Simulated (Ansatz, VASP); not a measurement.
**One calculation of BN, two programs**

INCAR

```
PREC = Accurate
ENCUT = 520
EDIFF = 1E-6
ISMEAR = 0
SIGMA = 0.05
LREAL = False
LASPH = True
NELM = 80
ALGO = Normal
ISIF = 2
LWAVE = False
LCHARG = False
NBANDS = 16
```

KPOINTS

```
Automatic mesh
0
Gamma
  12 12 4
```

The input POSCAR:

```
BN
1.0
    2.4279261690      0.0000000000      0.0000000000
   -1.2139630845      2.1026457409      0.0000000000
    0.0000000000      0.0000000000      7.1497569825
B N
2 2
Direct
    0.3333333333      0.6666666667      0.2500000000
    0.6666666667      0.3333333333      0.7500000000
    0.3333333333      0.6666666667      0.7500000000
    0.6666666667      0.3333333333      0.2500000000
```

Input for Ansatz:

```yaml
crystal:
  lattice:
    - [2.427926169, 0.0, 0.0]
    - [-1.2139630845, 2.1026457409, 0.0]
    - [0.0, 0.0, 7.1497569825]
  atoms:
    - { symbol: B, position: [0.3333333333, 0.6666666667, 0.25] }
    - { symbol: B, position: [0.6666666667, 0.3333333333, 0.75] }
    - { symbol: "N", position: [0.3333333333, 0.6666666667, 0.75] }
    - { symbol: "N", position: [0.6666666667, 0.3333333333, 0.25] }
basis:
  ecutwfc: 520.0
kpoints:
  mp_grid: { grid: [12, 12, 4] }
hamiltonian:
  xc: lda
  pseudopotentials: { kind: paw, azcp: { folder: soft_1 } }
scf:
  occupations: { method: gaussian, width: 0.05 }
output:
  forces: true
  stress: true
  eigenvalues: true
```

Alike in both runs: task single point; functional LDA; k mesh 12 × 12 × 4; occupations gaussian, width 0.05 eV; no spin polarisation.

```csv
,VASP,Ansatz
version,VASP 6.6.1,Ansatz 0.2.0
potentials or method,"VASP PAW LDA potentials, release 64 (B, N), cutoff 520 eV","scalar-relativistic, plane waves, PAW"
valence electrons in the cell,16,16
```

|  | VASP | Ansatz | Ansatz less VASP |
| --- | --- | --- | --- |
| gap on the k mesh at the Fermi level (eV) | 4.34 | 4.35 | +0.013 |
| least direct gap on the mesh (eV) | 4.74 | 4.75 | +0.006 |
| pressure (GPa) | 18.9 | 18.3 | -0.58 |
| traceless stress, the component that is largest in VASP (GPa) | -20.52 | -19.73 | +0.785 |

Ansatz warns that its potentials were made for another functional, while VASP's fit it. LDA's correlation is that of Perdew and Zunger in VASP and of Perdew and Wang (1992) in Ansatz.
